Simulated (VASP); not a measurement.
Wanted: the native input for a VASP 6.6.1 run.

```yaml
Task: electric field gradients
Functional: PBE
Potentials_or_basis: VASP PAW PBE potentials, release 64 (Hf_pv, Pd, Se, Br, O)
Cutoff: 520 eV
k_mesh: 8 × 8 × 2
Occupations: fermi-dirac, width 0.05 eV
Spin: no spin polarisation
Further_INCAR_settings: ALGO = Normal; EDIFF = 1e-08
```

The structure of Hf2Pd2Se2Br2O3 lies in POSCAR:

```
Hf2Pd2Se2Br2O3
1.0
    7.6772200000     -1.7097100000      0.0000000000
    7.6772200000      1.7097100000      0.0000000000
   -3.9994100000      0.0000000000     12.5875400000
Hf Pd Se Br O
2 2 2 2 3
Direct
    0.0548600000      0.0548600000      0.9385600000
    0.3937200000      0.3937200000      0.7169100000
    0.8208000000      0.8208000000      0.4903600000
    0.6771400000      0.6771400000      0.2569300000
    0.0776800000      0.0776800000      0.1543500000
    0.2100900000      0.2100900000      0.4120000000
    0.4135500000      0.4135500000      0.9548000000
    0.7539600000      0.7539600000      0.7134900000
    0.4029900000      0.4029900000      0.5787300000
    0.6144600000      0.6144600000      0.9269800000
    0.9690600000      0.9690600000      0.7783100000
```

The input as run:

INCAR

```
PREC = Accurate
ENCUT = 520
EDIFF = 1E-8
ISMEAR = -1
SIGMA = 0.05
LREAL = F
LASPH = T
NELM = 60
ALGO = Normal
ISIF = 2
LWAVE = F
LCHARG = F
GGA = PE
LEFG = T
KPAR = 4
```

KPOINTS

```
regular mesh
0
Gamma
  8 8 2
```

Potentials or basis: VASP PAW PBE potentials, release 64 (Hf_pv, Pd, Se, Br, O).

Run with:

```sh
$ cat potpaw_PBE.64/Hf_pv/POTCAR potpaw_PBE.64/Pd/POTCAR potpaw_PBE.64/Se/POTCAR potpaw_PBE.64/Br/POTCAR potpaw_PBE.64/O/POTCAR > POTCAR
$ mpirun -np 4 vasp_std > vasp.out
```

It gave:

```yaml
Pressure: -0.4 GPa
Largest_force: 0.143 eV/Å
Band_gap_on_the_k_mesh: 0.83 eV (least direct gap 0.87 eV)
Largest_electric_field_gradient_by_atom: Hf -310.3, +164.8; Pd -80.1, +45.7; Se -280.9, -123.5; Br +85.8, -184.5; O -60.0, +9.4, -33.0 V/Å²
```

Caveat: without QUAD_EFG the Cq values of the log hold for a quadrupole moment of 1 mb, not for the nuclei; spin-orbit coupling is left out, which moves the levels of the heavy elements.

It took 11 min on 4 MPI ranks on AMD EPYC 7R43 64-Core Processor (Zen 3), on a shared host, peak memory 1.2 GiB a rank.
